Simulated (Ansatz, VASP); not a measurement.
One calculation of CdRe2O4, two programs

```xyz
14
Lattice="0.0000 4.2794 4.2794 4.2794 0.0000 4.2794 4.2794 4.2794 0.0000" Properties=species:S:1:pos:R:3 pbc="T T T"
Re    5.3492    5.3492    5.3492
Re    5.3492    3.2095    3.2095
Re    3.2095    3.2095    5.3492
Re    3.2095    5.3492    3.2095
O     7.4033    7.4033    7.4033
O     3.2951    5.2636    5.2636
O     5.4348    5.4348    7.4033
O     5.2636    3.2951    5.2636
O     7.4033    5.4348    5.4348
O     3.2951    3.2951    3.2951
O     5.4348    7.4033    5.4348
O     5.2636    5.2636    3.2951
Cd    0.0000    0.0000    0.0000
Cd    2.1397    2.1397    2.1397
```

Alike in both runs: task single point; functional PBE; k mesh 7 × 7 × 7; no spin polarisation.

|  | VASP | Ansatz |
| --- | --- | --- |
| version | VASP 6.6.1 | Ansatz 0.2.0 |
| potentials or method | VASP PAW PBE potentials, release 64 (Re, O, Cd), cutoff 520 eV | PAW plane waves |
| occupations | methfessel-paxton of order 1, width 0.0599 eV | cold, width 0.0599 eV |
| valence electrons in the cell | 100 | 148 |

|  | VASP | Ansatz | Ansatz less VASP |
| --- | --- | --- | --- |
| rms of the force components (eV/Å) | 0.152 | 0.148 | -0.0032 |

Atom by atom the forces differ by 0.003 eV/Å (rms over components). VASP's potentials hold 100 valence electrons a cell and Ansatz's 148, so a difference there can come from the potentials and not from the codes.

Spin-orbit coupling is off throughout.
